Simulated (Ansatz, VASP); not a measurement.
# PbO: VASP beside Ansatz

```xyz
4
Lattice="4.0605 0.0000 0.0000 0.0000 4.0605 0.0000 0.0000 0.0000 5.4875" Properties=species:S:1:pos:R:3 pbc="T T T"
Pb    0.0000    2.0302    1.1866
Pb    2.0302    0.0000    4.3009
O     0.0000    0.0000    0.0000
O     2.0302    2.0302    0.0000
```

Alike in both runs: functional PBE; k mesh 4 × 4 × 4; occupations gaussian, width 0.1 eV; no spin polarisation.

Ansatz relaxed the structure, and its values are those at the end. VASP's run is a single point on that final structure, the one shown.

```csv
,VASP,Ansatz
version,VASP 6.6.1,Ansatz 0.2.0
potentials or method,"VASP PAW PBE potentials, release 64 (Pb_d, O), cutoff 520 eV","scalar-relativistic, plane waves, PAW"
valence electrons in the cell,40,40
```

```tsv
	VASP	Ansatz	Ansatz less VASP
gap on the k mesh at the Fermi level (eV)	1.73	1.73	-0.006
least direct gap on the mesh (eV)	1.95	1.96	+0.011
pressure (GPa)	0.2	0.1	-0.05
rms of the force components (eV/Å)	0.017	0.002	-0.0150
```

Spin-orbit coupling is off throughout.
